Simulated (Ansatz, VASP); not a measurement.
**One calculation of GaP, two programs**

```xyz
2
Lattice="0.0000 2.5617 2.7252 2.7252 0.0000 2.7252 2.7252 2.5617 0.0000" Properties=species:S:1:pos:R:3 pbc="T T T"
Ga    0.0000    0.0000    0.0000
P     4.0879    3.8426    4.0879
```

Change from the starting cell: strain -0.0600 x Voigt [0, 1, 0, 0, 0, 0], atoms carried along.

Alike in both runs: task single point; functional r2SCAN; k mesh 8 × 8 × 8; occupations gaussian, width 0.05 eV; no spin polarisation.

```csv
,VASP,Ansatz
version,VASP 6.6.1,Ansatz 0.2.0
potentials or method,"VASP PAW PBE potentials, release 64 (Ga_d, P), cutoff 520 eV","scalar-relativistic, plane waves, PAW"
valence electrons in the cell,18,18
```

Ansatz gave:

```
gap on the k mesh at the Fermi level (eV)                     : 1.16
least direct gap on the mesh (eV)                             : 2.66
pressure (GPa)                                                : 6.2
traceless stress, the component that is largest in VASP (GPa) : 2.99
```

Problem. Estimate VASP's values.

Solution. gap on the k mesh at the Fermi level (eV): 1.17; least direct gap on the mesh (eV): 2.64; pressure (GPa): 6.1; traceless stress, the component that is largest in VASP (GPa): 3.01.

VASP's potentials were made for PBE, not for r2SCAN.
